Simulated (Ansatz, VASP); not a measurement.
One calculation of Gd, two programs

Contents of INCAR:

```
  PREC = Accurate
  ENCUT = 520
  EDIFF = 1E-7
  ISMEAR = -1
  SIGMA = 0.08
  LREAL = F
  LASPH = T
  NELM = 150
  ALGO = Normal
  ISIF = 2
  LWAVE = F
  LCHARG = F
  ISPIN = 2
  MAGMOM = 7
  LORBIT = 11
  LMAXMIX = 6
  GGA = PE
  NBANDS = 19
```

KPOINTS

```
regular mesh
0
Gamma
  14 14 14
```

Contents of POSCAR:

```
Gd
1.0
   -2.0417362962      2.0417362962      2.0417362962
    2.0417362962     -2.0417362962      2.0417362962
    2.0417362962      2.0417362962     -2.0417362962
Gd
1
Direct
    0.0000000000      0.0000000000      0.0000000000
```

Input for Ansatz:

```yaml
crystal:
  lattice:
    - [-2.0417362962, 2.0417362962, 2.0417362962]
    - [2.0417362962, -2.0417362962, 2.0417362962]
    - [2.0417362962, 2.0417362962, -2.0417362962]
  atoms:
    - { symbol: Gd, position: [0.0, 0.0, 0.0], spin: 7.0 }
magnetization:
  spin_polarized: true
kpoints:
  mp_grid: { grid: [14, 14, 14] }
scf:
  occupations: { method: fermi_dirac, width: 0.08 }
hamiltonian:
  xc: pbe
  pseudopotentials: { kind: all_electron, lapw: { basis_error: 0.0005 } }
output:
  forces: true
  stress: true
  eigenvalues: true
```

Change from the starting cell: volume scaled by 1.025.

Alike in both runs: task single point; functional PBE; k mesh 14 × 14 × 14; occupations fermi-dirac, width 0.08 eV; collinear spin.

|  | VASP | Ansatz |
| --- | --- | --- |
| version | VASP 6.6.1 | Ansatz 0.2.0 |
| potentials or method | VASP PAW PBE potentials, release 64 (Gd), cutoff 520 eV | all-electron LAPW, scalar-relativistic |

Ansatz gave:

| Item | Value |
| --- | --- |
| pressure (GPa) | -0.6 |
| net moment per atom (μB) | 7.62 |
| size of the moment on the site where the two differ most (μB) | 7.44 |

Estimate VASP's values.

pressure (GPa): -0.6; net moment per atom (μB): 7.63; size of the moment on the site where the two differ most (μB): 6.99.

Site moments also hang on the region over which each program counts them. Ansatz ran all-electron here, and VASP with PAW potentials.

Spin-orbit coupling is off throughout.
